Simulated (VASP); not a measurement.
## Al: single point with PBE

Crystal: Al.

```
CELL_PARAMETERS angstrom
0.00000 -3.23502 0.00000
-3.23502 0.00000 0.00000
0.00000 0.00000 -3.23502
ATOMIC_POSITIONS crystal
Al 0.36807 0.47245 0.63625
Al 0.13193 0.02755 0.86375
```

- Program: VASP 6.6.1
- Task: single point
- Functional: PBE
- Potentials or basis: VASP PAW PBE potentials, release 64 (Al)
- Cutoff: 520 eV
- k mesh: 10 × 10 × 10
- Occupations: gaussian, width 0.15 eV
- Spin: no spin polarisation
- Dipole correction: no
- Further INCAR settings: ALGO = Fast; EDIFF = 1e-06; NBANDS = 10

```json
{"Pressure": "56.2 GPa", "Largest force": "14.945 eV/Å", "Band gap on the k mesh": "zero (band 3 reaches 11.82 eV, above the bottom of band 4 at 5.04 eV)"}
```

Forces in eV/Å, atoms in the order of the input:
```
Al  -7.533 -9.272  8.980
Al   7.533  9.272 -8.980
```

Stress tensor (GPa, compression positive):
```
124.49  27.45 -26.59
 27.45  23.40 -33.60
-26.59 -33.60  20.78
```

Levels at points of the mesh, in eV from the Fermi level:
| k point | band 1 | band 2 | band 3 | band 4 | band 5 | band 6 |
| --- | --- | --- | --- | --- | --- | --- |
| (0.00, 0.00, 0.00) | -10.96 | 0.95 | 1.88 | 2.03 | 2.74 | 2.98 |
| (0.50, 0.00, 0.00) | -8.60 | -6.08 | 2.39 | 3.47 | 4.53 | 6.18 |
| (0.00, 0.50, 0.00) | -7.77 | -7.24 | 4.48 | 4.62 | 4.79 | 5.30 |
| (0.00, 0.00, 0.50) | -8.63 | -6.04 | 2.38 | 3.44 | 4.45 | 6.24 |
| (0.50, 0.50, 0.00) | -5.50 | -5.06 | -3.03 | -2.30 | 6.78 | 6.99 |
| (0.00, 0.50, 0.50) | -5.52 | -5.08 | -2.99 | -2.26 | 6.82 | 6.91 |
| (0.50, 0.00, 0.50) | -6.26 | -4.04 | -3.87 | -0.88 | 3.65 | 7.91 |
| (0.50, 0.50, 0.50) | -3.38 | -3.12 | -1.28 | -0.34 | -0.30 | 0.23 |

Wall time 98 s on 1 thread of AMD EPYC 7R13 Processor (Zen 3), with other jobs on the host, peak memory 0.21 GiB.

Caveat: forces of over 1 eV/Å act on the atoms, so gaps and moduli don't describe the material at rest.
